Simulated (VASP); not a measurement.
# ZnO (P6_3mc) in VASP: a series of runs, part 2 of 2

VASP 6.6.1. Earlier steps stand in the parts before.

### Step 4. Single point, PBE

This run uses another cell than the first one, of 11.90 Å³/atom, 0.965 times its volume.

INCAR reads:

```
SYSTEM = ZnO
PREC = Accurate ; ENCUT = 910
EDIFF = 1E-6 ; ISMEAR = 0
SIGMA = 0.1 ; LREAL = .False.
LASPH = .True. ; NELM = 120
ALGO = Normal ; ISIF = 2
LWAVE = .False. ; LCHARG = .False.
GGA = PE ; NBANDS = 26
GGA_COMPAT = .False.
```

KPOINTS reads:

```
Automatic mesh
0
Gamma
  6 6 4
  0 0 0
```

POSCAR reads:

```
ZnO
1.0
    3.2493987300      0.0000000000      0.0000000000
   -1.6246993700      2.8140618500      0.0000000000
    0.0000000000      0.0000000000      5.2038002000
Zn O
2 2
Direct
    0.3333333300      0.6666666700      0.0000000000
    0.6666666700      0.3333333300      0.5000000000
    0.3333333300      0.6666666700      0.3820999900
    0.6666666700      0.3333333300      0.8820999900
```

Potentials or basis: VASP PAW PBE potentials, release 64 (Zn, O_h).

Launch:

```
$ cat potpaw_PBE.64/Zn/POTCAR potpaw_PBE.64/O_h/POTCAR > POTCAR
$ mpirun -np 1 vasp_std > vasp.out
```

OUTCAR:

```text
SYSTEM = ZnO
   PREC = Accurate
   ENCUT = 910
   EDIFF = 1E-6
   ISMEAR = 0
   LREAL = .False.
   LASPH = .True.
   NELM = 120
   ISIF = 2
   GGA = PE

 ion  position               nearest neighbor table
   1  0.333  0.667  0.000-   4 1.97   4 1.97   4 1.97   3 1.99
   2  0.667  0.333  0.500-   3 1.97   3 1.97   3 1.97   4 1.99
   3  0.333  0.667  0.382-   2 1.97   2 1.97   2 1.97   1 1.99
   4  0.667  0.333  0.882-   1 1.97   1 1.97   1 1.97   2 1.99

  LATTYP: Found a hexagonal cell.
 ALAT       =     3.2493987300
 C/A-ratio  =     1.6014655733

  Lattice vectors:

 A1 = (   3.2493987300,   0.0000000000,   0.0000000000)
 A2 = (  -1.6246993700,   2.8140618500,   0.0000000000)
 A3 = (   0.0000000000,   0.0000000000,   5.2038002000)

Analysis of symmetry for initial positions (statically):
=====================================================================
 Subroutine PRICEL returns:
 Original cell was already a primitive cell.

 Routine SETGRP: Setting up the symmetry group for a
 hexagonal supercell.

 Subroutine GETGRP returns: Found 12 space group operations
 (whereof  6 operations were pure point group operations)
 out of a pool of 24 trial point group operations.

[... 166 lines left out ...]

 val. band max:        1.5318424284   @ k =   0.0000   0.0000   0.0000
 cond. band min:       2.3218166349   @ k =   0.0000   0.0000   0.0000
 fundamental gap:      0.7899742065
 Fermi energy:         1.9296668680

 k-point     1 :       0.0000    0.0000    0.0000
  band No.  band energies     occupation
      1     -16.5625      2.00000
      2     -15.8330      2.00000
      3      -4.1759      2.00000
      4      -4.1759      2.00000
      5      -4.0891      2.00000
      6      -4.0803      2.00000
[... 598 lines left out ...]
     25      17.2777      0.00000
     26      17.2781      0.00000

------------------------ aborting loop because EDIFF is reached ----------------------------------------

  FORCE on cell =-STRESS in cart. coord.  units (eV):
  Direction    XX          YY          ZZ          XY          YZ          ZX
  --------------------------------------------------------------------------------------
  -------------------------------------------------------------------------------------
  Total        1.6633448      1.6633449      1.7337429     -0.0000000     -0.0000000      0.0000000
  in kB       56.0061374     56.0061375     58.3764969     -0.0000001     -0.0000000      0.0000000
  external PRESSURE =      56.7962573 kB  Pullay stress =       0.0000000 kB

 VOLUME and BASIS-vectors are now :
 -----------------------------------------------------------------------------
  energy-cutoff  :      910.00
  volume of cell :       47.58
      direct lattice vectors                 reciprocal lattice vectors
     3.249398730  0.000000000  0.000000000     0.307749243  0.177679109  0.000000000
    -1.624699370  2.814061850  0.000000000     0.000000000  0.355358216  0.000000000
     0.000000000  0.000000000  5.203800200     0.000000000  0.000000000  0.192167255

 POSITION                                       TOTAL-FORCE (eV/Angst)
 -----------------------------------------------------------------------------------
     -0.00000      1.87604      0.00000         0.000000     -0.000000      0.032122
      1.62470      0.93802      2.60190         0.000000     -0.000000      0.032122
     -0.00000      1.87604      1.98837         0.000000     -0.000000     -0.032122
      1.62470      0.93802      4.59027        -0.000000      0.000000     -0.032122
 -----------------------------------------------------------------------------------
    total drift:                               -0.000026      0.000015      0.000801

  FREE ENERGIE OF THE ION-ELECTRON SYSTEM (eV)
  ---------------------------------------------------
  free  energy   TOTEN  =       -17.8332993183 eV

  energy  without entropy=      -17.8332993181  energy(sigma->0) =      -17.83329932
```

stdout:

```text
POSCAR found type information on POSCAR ZnO
 POSCAR found :  2 types and       4 ions
 scaLAPACK will be used
 LDA part: xc-table for (Slater+PW92), standard interpolation
 POSCAR, INCAR and KPOINTS ok, starting setup
 FFT: planning ... GRIDC
 FFT: planning ... GRID_SOFT
 FFT: planning ... GRID
 WAVECAR not read
 entering main loop
```

Run time: 28 s. Hardware: 1 thread of AMD EPYC 9R45 (Zen 5), shared host; peak memory 0.21 GiB.

Results:

```
Free energy            : -17.8333 eV
Pressure               : 5.7 GPa
Largest force          : 0.032 eV/Å
Band gap on the k mesh : 0.79 eV, direct
```

Forces on the atoms (eV/Å):
```
Zn   0.000  0.000  0.032
Zn   0.000  0.000  0.032
O    0.000  0.000 -0.032
O    0.000  0.000 -0.032
```

Stress tensor (GPa, compression positive):
```
5.60 0.00 0.00
0.00 5.60 0.00
0.00 0.00 5.84
```

Levels at points of the mesh, in eV from the valence-band top:
| k point | band 15 | band 16 | band 17 | band 18 | band 19 | band 20 | band 21 | band 22 |
| --- | --- | --- | --- | --- | --- | --- | --- | --- |
| (0.00, 0.00, 0.00) | -0.79 | -0.09 | 0.00 | 0.00 | 0.79 | 5.19 | 8.25 | 12.84 |
| (0.50, 0.00, 0.00) | -2.81 | -2.28 | -1.27 | -0.86 | 5.77 | 6.86 | 7.64 | 8.47 |
| (0.00, 0.00, 0.50) | -0.39 | -0.39 | -0.39 | -0.39 | 3.46 | 3.46 | 10.09 | 10.09 |
| (0.50, 0.00, 0.50) | -1.53 | -1.53 | -1.35 | -1.35 | 5.72 | 5.72 | 8.43 | 8.43 |

Caveat: the cutoff is under 1.25 times the usual one of these potentials, so pressure, stress and relaxed cells hold a basis-set (Pulay) error.

### Step 5. The runs side by side

```tsv
potentials or basis	cell	k mesh	cutoff (eV)	smearing	second run	gap on the mesh (eV)	pressure (GPa)
VASP PAW PBE potentials, release 64 (Zn, O)	a = 3.280, b = 3.280, c = 5.293 Å, angles 90.0, 90.0, 120.0°, 4 atoms	12 × 12 × 6	520	gaussian 0.02 eV	-	0.73	0.9
VASP PAW PBE potentials, release 64 (Zn, O)	a = 3.279, b = 3.279, c = 5.294 Å, angles 90.0, 90.0, 120.0°, 4 atoms	12 × 12 × 6	520	gaussian 0.01 eV	-	0.73	0.9
VASP PAW PBE potentials, release 64 (Zn, O_h)	a = 3.249, b = 3.249, c = 5.204 Å, angles 90.0, 90.0, 120.0°, 4 atoms	6 × 6 × 4	910	gaussian 0.1 eV	hard_potentials	0.79	5.7
```

Alike in all rows: task single point; level PBE; no spin polarisation.

Caveats: the cutoff is under 1.25 times the usual one of these potentials, so pressure, stress and relaxed cells hold a basis-set (Pulay) error (some runs).

Absolute energies hang on the potentials; compare differences alone.

### Step 6. Comparison with measurements

Step 2. Measured gap of ZnO: 3.37 eV (quoted in “Electronic structure of alkaline earth and post-transition metal oxides”, 2009, arxiv:0908.1581). This calculation gives 0.73 eV (-2.64 eV). So large a miss can be the level of theory's own, or it may mean another phase, state or a wrong row. The value is that of PBE, without temperature or zero-point motion. Semilocal functionals fall short of measured gaps as a rule.
